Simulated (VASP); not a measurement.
# HCl in VASP: further runs

The runs below take HCl through single point, with PBE+D3(BJ).

Everything below comes from runs of VASP 6.6.1. Logs are shortened: lines on timing, memory, paths and dates and some standing lists are left out, and cuts for length are marked.

## Step 1: The cell of the first run

The cell holds an amorphous packing of atoms, 20 atoms: a = 7.990 Å, b = 7.990 Å, c = 7.990 Å, α = 90.00°, β = 90.00°, γ = 90.00°.

## Step 2: Single point, PBE+D3(BJ)

INCAR reads:

```
ALGO = Normal
EDIFF = 1E-6
ENCUT = 400
GGA = PE
GGA_COMPAT = False
ISIF = 2
ISMEAR = -1
IVDW = 12
LASPH = True
LCHARG = False
LREAL = False
LWAVE = False
NBANDS = 56
NELM = 120
PREC = Accurate
SIGMA = 0.05
```

KPOINTS reads:

```
k-points
0
Gamma
  1 1 1
```

POSCAR reads:

```
HCl
1.0
    7.9895700000      0.0000000000      0.0000000000
    0.0000000000      7.9895700000      0.0000000000
    0.0000000000      0.0000000000      7.9895700000
Cl H
10 10
Direct
    0.2419904951      0.1660915418      0.2930695895
    0.1261144217      0.6660183214      0.5207914819
    0.6680209323      0.2342804431      0.1337118268
    0.4015360026      0.0687771682      0.8242245828
    0.4758704161      0.8248128498      0.4486724567
    0.8055001708      0.7595027016      0.9812918593
    0.1963685155      0.6525382467      0.0833461626
    0.6204213744      0.4714020905      0.6818514638
    0.8912619828      1.0431975688      0.5585782464
   -0.0175228454      0.3213815011      0.8201818120
    0.3782055855      0.1548644045      0.2094480679
    0.0910436982      0.7248325004      0.6723390621
    0.6340516448      0.1817619722     -0.0157705609
    0.4189712337     -0.0481002106      0.7088867110
    0.3964668937      0.9640068239      0.4046150168
    0.7673254005      0.6035994428      1.0005669892
    0.0520678835      0.7157957187      0.0266722740
    0.7166343120      0.3443990102      0.6920522631
    0.7647220063      0.9442560739      0.5240832736
    0.0599156150      0.3832121128      0.9464464295
```

Potentials or basis: VASP PAW PBE potentials, release 64 (Cl, H).

On the command line:

```
$ cat potpaw_PBE.64/Cl/POTCAR potpaw_PBE.64/H/POTCAR > POTCAR
$ mpirun -np 1 vasp_gam > vasp.out
```

OUTCAR:

```text
EDIFF = 1E-6
   ENCUT = 400
   GGA = PE
   ISIF = 2
   ISMEAR = -1
   IVDW = 12
   LASPH = True
   LREAL = False
   NELM = 120
   PREC = Accurate
 IVDW          = 12

 ion  position               nearest neighbor table
   1  0.242  0.166  0.293-  11 1.28
   2  0.126  0.666  0.521-  12 1.33
   3  0.668  0.234  0.134-  13 1.29
   4  0.402  0.069  0.824-  14 1.32
   5  0.476  0.825  0.449-  15 1.33
   6  0.806  0.760  0.981-  16 1.29
[... 12 lines left out ...]
  19  0.765  0.944  0.524-   9 1.31
  20  0.060  0.383  0.946-  10 1.28

  LATTYP: Found a simple cubic cell.
 ALAT       =     7.9895700000

  Lattice vectors:

 A1 = (   7.9895700000,   0.0000000000,   0.0000000000)
 A2 = (   0.0000000000,   7.9895700000,   0.0000000000)
 A3 = (   0.0000000000,   0.0000000000,   7.9895700000)

Analysis of symmetry for initial positions (statically):
=====================================================================
 Subroutine PRICEL returns:
 Original cell was already a primitive cell.

 Routine SETGRP: Setting up the symmetry group for a
 simple cubic supercell.

 Subroutine GETGRP returns: Found  1 space group operations
 (whereof  1 operations were pure point group operations)
 out of a pool of 48 trial point group operations.

The static configuration has the point symmetry C_1 .

Analysis of symmetry for dynamics (positions and initial velocities):
=====================================================================
 Subroutine PRICEL returns:
 Original cell was already a primitive cell.

 Routine SETGRP: Setting up the symmetry group for a
 simple cubic supercell.

 Subroutine GETGRP returns: Found  1 space group operations
 (whereof  1 operations were pure point group operations)
 out of a pool of 48 trial point group operations.

The dynamic configuration has the point symmetry C_1 .

 Subroutine INISYM returns: Found  1 space group operations
 (whereof  1 operations are pure point group operations),
 and found     1 'primitive' translations

----------------------------------------------------------------------------------------

                                     Primitive cell

  volume of cell :     510.0000

  direct lattice vectors                    reciprocal lattice vectors
     7.989570000  0.000000000  0.000000000     0.125163181  0.000000000  0.000000000
     0.000000000  7.989570000  0.000000000     0.000000000  0.125163181  0.000000000
     0.000000000  0.000000000  7.989570000     0.000000000  0.000000000  0.125163181

  length of vectors
     7.989570000  7.989570000  7.989570000     0.125163181  0.125163181  0.125163181

  position of ions in fractional coordinates (direct lattice)
     0.241990495  0.166091542  0.293069589
     0.126114422  0.666018321  0.520791482
     0.668020932  0.234280443  0.133711827
     0.401536003  0.068777168  0.824224583
     0.475870416  0.824812850  0.448672457
     0.805500171  0.759502702  0.981291859
[... 12 lines left out ...]
     0.764722006  0.944256074  0.524083274
     0.059915615  0.383212113  0.946446429

  ion indices of the primitive-cell ions
   primitive index   ion index
                 1           1
                 2           2
                 3           3
                 4           4
                 5           5
                 6           6
[... 12 lines left out ...]
                19          19
                20          20

----------------------------------------------------------------------------------------

 KPOINTS: k-points

Automatic generation of k-mesh.
 Grid dimensions read from file:
 generate k-points for:    1    1    1

 Generating k-lattice:

  Cartesian coordinates                     Fractional coordinates (reciprocal lattice)
     0.125163181  0.000000000  0.000000000     1.000000000  0.000000000  0.000000000
     0.000000000  0.125163181  0.000000000     0.000000000  1.000000000  0.000000000
     0.000000000  0.000000000  0.125163181     0.000000000  0.000000000  1.000000000

  Length of vectors
     0.125163181  0.125163181  0.125163181

  Shift w.r.t. Gamma in fractional coordinates (k-lattice)
     0.000000000  0.000000000  0.000000000

 Subroutine IBZKPT returns following result:
 ===========================================

 Found      1 irreducible k-points:

 Following reciprocal coordinates:
            Coordinates               Weight
  0.000000  0.000000  0.000000      1.000000
   k-points           NKPTS =      1   k-points in BZ     NKDIM =      1   number of bands    NBANDS=     56
   number of dos      NEDOS =    301   number of ions     NIONS =     20
   total plane-waves  NPLWV = 157464
   dimension x,y,z NGX =    54 NGY =   54 NGZ =   54
   dimension x,y,z NGXF=   108 NGYF=  108 NGZF=  108
   ions per type =              10  10
   NGX,Y,Z   is equivalent  to a cutoff of  11.24, 11.24, 11.24 a.u.
   NGXF,Y,Z  is equivalent  to a cutoff of  22.47, 22.47, 22.47 a.u.
 SYSTEM =  unknown system
   PREC   = accura    normal or accurate (medium, high low for compatibility)
   ISTART =      0    job   : 0-new  1-cont  2-samecut
   ICHARG =      2    charge: 1-file 2-atom 10-const
   ISPIN  =      1    spin polarized calculation?
   LNONCOLLINEAR =      F non collinear calculations
   LSORBIT =      F    spin-orbit coupling
   LASPH  =      T    aspherical Exc in radial PAW
   ENCUT  =  400.0 eV  29.40 Ry    5.42 a.u.  13.03 13.03 13.03*2*pi/ulx,y,z
   NELM   =    120;   NELMIN=  2; NELMDL= -5     # of ELM steps
   EDIFF  = 0.1E-05   stopping-criterion for ELM
   LREAL  =      F    real-space projection
   EDIFFG = 0.1E-04   stopping-criterion for IOM
   NSW    =      0    number of steps for IOM
   IBRION =     -1    ionic relax: 0-MD 1-quasi-New 2-CG
   NFREE  =      0    steps in history (QN), initial steepest desc. (CG)
   ISIF   =      2    stress and relaxation
   ISYM   =      2    0-nonsym 1-usesym 2-fastsym
   POTIM  = 0.5000    time-step for ionic-motion
   TEBEG  =    0.0;   TEEND  =   0.0 temperature during run
   PSTRESS=    0.0 pullay stress
   NELECT =      80.0000    total number of electrons
   NUPDOWN=      -1.0000    fix difference up-down
   EMIN   =  10.00;   EMAX   =-10.00  energy-range for DOS
   EFERMI =   0.00;   METHOD = LEGACY
   ISMEAR =    -1;   SIGMA  =   0.05  broadening in eV -4-tet -1-fermi 0-gaus
   EFERMI_NEDOS =   21; number of points for ismear=-14 and -15
   IALGO  =     38    algorithm
   IMIX   =      4    mixing-type and parameters
     AMIX     =   0.40;   BMIX     =  1.00
     AMIX_MAG =   1.60;   BMIX_MAG =  1.00
  volume/ion in A,a.u.               =      25.50       172.08
  Fermi-wavevector in a.u.,A,eV,Ry     =   0.882907  1.668452 10.606068  0.779524
  Thomas-Fermi vector in A             =   2.003601
   LORBIT       =      0    0 simple, 1 ext, 2 COOP (PROOUT), +10 PAW based schemes
   GGA     = PE    functional components
   LHFCALC =     F    Hartree Fock is set to
   AEXX    =    0.0000 exact exchange contribution
   IVDW    =    12    specifies the selected vdW correction
   LEPSILON=     F    determine dielectric tensor
   LRPA    =     F    only Hartree local field effects (RPA)
 non-spin polarized calculation
  energy-cutoff  :      400.00
  volume of cell :      510.00
 maximum number of plane-waves:      4586
 NGX is ok and might be reduce to    54
   NGX = 27   NGY = 27   NGZ = 27

 number of electron      80.0000003 magnetization

 Free energy of the ion-electron system (eV)
  ---------------------------------------------------
  ext. energy  EPLUGINS =         0.00000000
  ---------------------------------------------------
  free energy    TOTEN  =       -61.17366782 eV

  energy without entropy =      -61.17366782  energy(sigma->0) =      -61.17366782

 E-fermi :  -2.0010     XC(G=0):  -6.0945

 val. band max:       -3.2286675062   @ k =   0.0000   0.0000   0.0000
 cond. band min:       1.7354321517   @ k =   0.0000   0.0000   0.0000
 fundamental gap:      4.9640996579
 Fermi energy:        -2.0010161019

 k-point     1 :       0.0000    0.0000    0.0000
  band No.  band energies     occupation
      1     -17.9969      2.00000
      2     -17.7935      2.00000
      3     -17.5704      2.00000
      4     -17.4706      2.00000
      5     -17.4155      2.00000
      6     -17.2334      2.00000
[... 44 lines left out ...]
     51       4.8656      0.00000
     52       5.0378      0.00000
 [bands above 52 left out]

------------------------ aborting loop because EDIFF is reached ----------------------------------------

 Edisp (eV)   -1.23292

 E8    (eV) :    -0.3649

  FORCE on cell =-STRESS in cart. coord.  units (eV):
  Direction    XX          YY          ZZ          XY          YZ          ZX
  --------------------------------------------------------------------------------------
  -------------------------------------------------------------------------------------
  Total       1.93522    -1.17849    -0.81258     0.09885    -0.75863     0.01838
  in kB       6.07955    -3.70226    -2.55273     0.31055    -2.38325     0.05774
  external pressure =       -0.06 kB  Pullay stress =        0.00 kB

 VOLUME and BASIS-vectors are now :
 -----------------------------------------------------------------------------
  energy-cutoff  :      400.00
  volume of cell :      510.00
      direct lattice vectors                 reciprocal lattice vectors
     7.989570000  0.000000000  0.000000000     0.125163181  0.000000000  0.000000000
     0.000000000  7.989570000  0.000000000     0.000000000  0.125163181  0.000000000
     0.000000000  0.000000000  7.989570000     0.000000000  0.000000000  0.125163181

 POSITION                                       TOTAL-FORCE (eV/Angst)
 -----------------------------------------------------------------------------------
      1.93340      1.32700      2.34150        -0.374301     -0.078994      0.298839
      1.00760      5.32120      4.16090        -0.644770      0.184913      1.207163
      5.33720      1.87180      1.06830        -0.027697      0.046530      0.128729
      3.20810      0.54950      6.58520        -0.044876     -0.359517     -0.336931
      3.80200      6.58990      3.58470         0.385930      0.634451     -0.070975
      6.43560      6.06810      7.84010        -0.231478      0.203572     -0.061226
[... 12 lines left out ...]
      6.10980      7.54420      4.18720         0.273998      0.264847     -0.005281
      0.47870      3.06170      7.56170         0.225697      0.258214      0.318950
 -----------------------------------------------------------------------------------
    total drift:                               -0.001277      0.000803      0.000390

  FREE ENERGIE OF THE ION-ELECTRON SYSTEM (eV)
  ---------------------------------------------------
  free  energy   TOTEN  =       -62.4065846247 eV

  energy  without entropy=      -62.4065846246  energy(sigma->0) =      -62.40658462
```

It took 32 s on 1 thread of Intel Xeon Platinum 8559C (Emerald Rapids), shared host; peak memory 0.36 GiB.

What came out:

- Free energy: -62.4066 eV
- Pressure: 0.0 GPa
- Largest force: 1.381 eV/Å
- Band gap on the k mesh: 4.96 eV
- Dispersion energy per atom: -0.062 eV

Forces on the atoms (eV/Å):
```
Cl  -0.374 -0.079  0.299
Cl  -0.645  0.185  1.207
Cl  -0.028  0.047  0.129
Cl  -0.045 -0.360 -0.337
Cl   0.386  0.634 -0.071
Cl  -0.231  0.204 -0.061
Cl  -0.273  0.063 -0.278
Cl  -0.574  0.386 -0.151
Cl  -0.507 -0.303 -0.138
Cl   0.295 -0.217 -0.017
H    0.466  0.170 -0.323
H    0.185 -0.445 -1.095
H   -0.037 -0.053 -0.039
H    0.064  0.277  0.268
H    0.073 -0.435  0.075
H   -0.030 -0.043 -0.076
H    0.557 -0.266  0.346
H    0.218 -0.286 -0.052
H    0.274  0.265 -0.005
H    0.226  0.258  0.319
```

Stress tensor (GPa, compression positive):
```
 0.61  0.03  0.01
 0.03 -0.37 -0.24
 0.01 -0.24 -0.26
```

Levels at points of the mesh, in eV from the valence-band top:
```
           k point  band 36  band 37  band 38  band 39  band 40  band 41  band 42  band 43  band 44  band 45
(0.00, 0.00, 0.00)    -0.61    -0.56    -0.41    -0.18     0.00     4.96     6.04     6.21     6.30     6.51
```

Caveat: the k points lie up to 0.79 Å⁻¹ apart.

## Step 3: Single point, PBE+D3(BJ)

INCAR reads:

```
PREC = Accurate
ENCUT = 400
EDIFF = 1E-6
ISMEAR = -1
SIGMA = 0.05
LREAL = F
LASPH = T
NELM = 120
ALGO = Normal
ISIF = 2
LWAVE = F
LCHARG = T
GGA = PE
IVDW = 12
LELF = T
LVHAR = T
NBANDS = 56
GGA_COMPAT = F
```

KPOINTS reads:

```
regular mesh
0
Gamma
  1 1 1
```

POSCAR reads:

```
HCl
1.0
    7.9895700000      0.0000000000      0.0000000000
    0.0000000000      7.9895700000      0.0000000000
    0.0000000000      0.0000000000      7.9895700000
Cl H
10 10
Direct
    0.2283351920      0.1417473030      0.2818800011
    0.1150875454      0.6544156945      0.5413808253
    0.6723891273      0.2492374433      0.1473546136
    0.4066426604      0.0213528388      0.8486314032
    0.5164983848      0.8354767528      0.4382463637
    0.7957749916      0.7679887654      0.9645199929
    0.1998730845      0.6721137683      0.1185170166
    0.5836359153      0.4953207745      0.6728146821
    0.8860176455      1.0385289822      0.5574893267
   -0.0104260930      0.3342733088      0.8170902815
    0.3703077888      0.2158814554      0.2365584130
    0.0264720129      0.5345969808      0.6200584011
    0.6341893243      0.2052676177     -0.0085486453
    0.4762959709     -0.0501028216      0.7179735580
    0.3747385654      0.8624243858      0.3926869656
    0.7349206528      0.6724016436      1.0790818530
    0.0587140484      0.7468487040      0.0952491811
    0.6507984785      0.3604699627      0.6184688287
    0.7310280779      0.9943588954      0.5271998368
    0.0328928841      0.4415631880      0.9238169263
```

Potentials or basis: VASP PAW PBE potentials, release 64 (Cl, H).

On the command line:

```
$ cat potpaw_PBE.64/Cl/POTCAR potpaw_PBE.64/H/POTCAR > POTCAR
$ mpirun -np 1 vasp_gam > vasp.out
```

It took 38 s on 1 thread of Intel Xeon Platinum 8559C (Emerald Rapids), shared host; peak memory 0.36 GiB.

It converged, with:

| Quantity | Value |
| --- | --- |
| Free energy | -62.3704 eV |
| Pressure | 0.1 GPa |
| Largest force | 3.133 eV/Å |
| Band gap on the k mesh | 4.94 eV |
| Dispersion energy per atom | -0.061 eV |

Forces on the atoms (eV/Å):
```
Cl   0.683  0.474 -0.227
Cl  -0.714 -0.837  0.533
Cl  -0.259 -0.121 -0.765
Cl   0.233 -0.135 -0.401
Cl   2.909 -0.741  0.848
Cl   0.075  0.112  0.007
Cl   0.270 -0.203 -0.096
Cl  -0.151 -0.016  0.080
Cl  -0.476 -0.007 -0.062
Cl  -0.248 -0.796 -0.666
H   -0.664 -0.445  0.237
H    0.685  0.749 -0.402
H    0.115  0.173  0.844
H   -0.288  0.176  0.363
H   -2.874  0.766 -0.984
H   -0.090 -0.049  0.023
H   -0.176  0.128 -0.086
H    0.143 -0.216 -0.043
H    0.438  0.163 -0.018
H    0.389  0.824  0.817
```

Stress tensor (GPa, compression positive):
```
 0.52 -0.58  0.61
-0.58  0.01  0.07
 0.61  0.07 -0.19
```

Levels at points of the mesh, in eV from the valence-band top:
| k point | band 37 | band 38 | band 39 | band 40 | band 41 | band 42 | band 43 | band 44 |
| --- | --- | --- | --- | --- | --- | --- | --- | --- |
| (0.00, 0.00, 0.00) | -0.50 | -0.43 | -0.10 | 0.00 | 4.94 | 6.15 | 6.26 | 6.51 |

Caveat: the k points lie up to 0.79 Å⁻¹ apart.
